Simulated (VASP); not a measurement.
Ta4C3, 7 atoms in the cell. Symmetry: P3m1, No. 156, trigonal system. Conventional cell: a = 3.118 Å, b = 3.118 Å, c = 10.219 Å, α = 90.00°, β = 90.00°, γ = 120.00°. Within 3.3 Å of Ta (site symmetry 3m) lie 6 C at 2.26 Å and 10 Ta at 2.52 to 3.23 Å. Ta (site symmetry 3m) has 3 C at 2.14 Å and 1 Ta at 2.52 Å within 2.8 Å. Within 2.9 Å of Ta (site symmetry 3m) lie 3 C at 2.19 Å. Within 2.9 Å of Ta (site symmetry 3m) lie 6 C at 2.20 to 2.23 Å. C (site symmetry 3m) has 6 Ta at 2.19 to 2.20 Å within 2.9 Å. C (site symmetry 3m) has 6 Ta at 2.14 to 2.26 Å and 1 C at 2.73 Å within 2.8 Å. Within 3.2 Å of C (site symmetry 3m) lie 6 Ta at 2.23 to 2.26 Å and 10 C at 2.73 to 3.15 Å.  This cell differs from its parent crystal: the part above a cut slid along it.

```yaml
Program: VASP 6.6.1
Task: single point
Functional: r2SCAN
Potentials_or_basis: VASP PAW PBE potentials, release 64 (Ta_pv, C)
Cutoff: 520 eV
k_mesh: 14 × 14 × 4
Occupations: gaussian, width 0.15 eV
Spin: no spin polarisation
Dipole_correction: no
Further_INCAR_settings: ALGO = Normal; EDIFF = 1e-06; NBANDS = 37
```

Potentials or basis: VASP PAW PBE potentials, release 64 (Ta_pv, C).

The run is started by

```sh
$ cat potpaw_PBE.64/Ta_pv/POTCAR potpaw_PBE.64/C/POTCAR > POTCAR
$ cp INCAR.step1 INCAR
$ mpirun -np 1 vasp_std > vasp.out
$ cp INCAR.step2 INCAR
$ mpirun -np 1 vasp_std > vasp.out
```

Hardware: 1 thread of Oxide Virtual Turin-like Processor, on a shared host.

Q: How long does it take, and how much memory?

A: Wall time 3.3 h on 1 thread of Oxide Virtual Turin-like Processor (shared host), peak memory 0.91 GiB. Counts: k points 396.
